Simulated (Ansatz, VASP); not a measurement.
**One calculation of BP, two programs**

Contents of INCAR:

```
  PREC = Accurate
  ENCUT = 520
  EDIFF = 1E-6
  ISMEAR = 0
  SIGMA = 0.05
  LREAL = F
  LASPH = T
  NELM = 100
  ALGO = Normal
  ISIF = 2
  LWAVE = F
  LCHARG = T
  GGA = PE
  LELF = T
  LVHAR = T
  NBANDS = 11
```

The input KPOINTS:

```
regular mesh
0
Gamma
  12 12 12
```

POSCAR

```
BP
1.0
    0.0000000000      2.3766627088      2.2830573572
    2.2830573572      0.0000000000      2.2830573572
    2.2830573572      2.3766627088      0.0000000000
B P
1 1
Direct
    0.0000000000      0.0000000000      0.0000000000
    0.7500000000      0.7500000000      0.7500000000
```

Input for Ansatz:

```yaml
crystal:
  lattice:
    - [0.0, 2.3766627088, 2.2830573572]
    - [2.2830573572, 0.0, 2.2830573572]
    - [2.2830573572, 2.3766627088, 0.0]
  atoms:
    - { symbol: B, position: [0.0, 0.0, 0.0] }
    - { symbol: P, position: [0.75, 0.75, 0.75] }
basis:
  ecutwfc: 520.0
kpoints:
  mp_grid: { grid: [12, 12, 12] }
hamiltonian:
  xc: pbe
scf:
  occupations: { method: gaussian, width: 0.05 }
output:
  forces: true
  stress: true
  eigenvalues: true
```

Alike in both runs: task single point; functional PBE; k mesh 12 × 12 × 12; occupations gaussian, width 0.05 eV; no spin polarisation.

|  | VASP | Ansatz |
| --- | --- | --- |
| version | VASP 6.6.1 | Ansatz 0.2.0 |
| potentials or method | VASP PAW PBE potentials, release 64 (B, P), cutoff 520 eV | scalar-relativistic, plane waves, PAW |
| valence electrons in the cell | 8 | 8 |

```csv
,VASP,Ansatz,Ansatz less VASP
gap on the k mesh at the Fermi level (eV),1.02,1.03,+0.004
least direct gap on the mesh (eV),3.12,3.12,+0.003
pressure (GPa),-7.8,-7.6,+0.18
"traceless stress, the component that is largest in VASP (GPa)",-7.17,-7.16,+0.009
```

With one functional, cell and mesh, what is left measures potentials, basis and numerics.
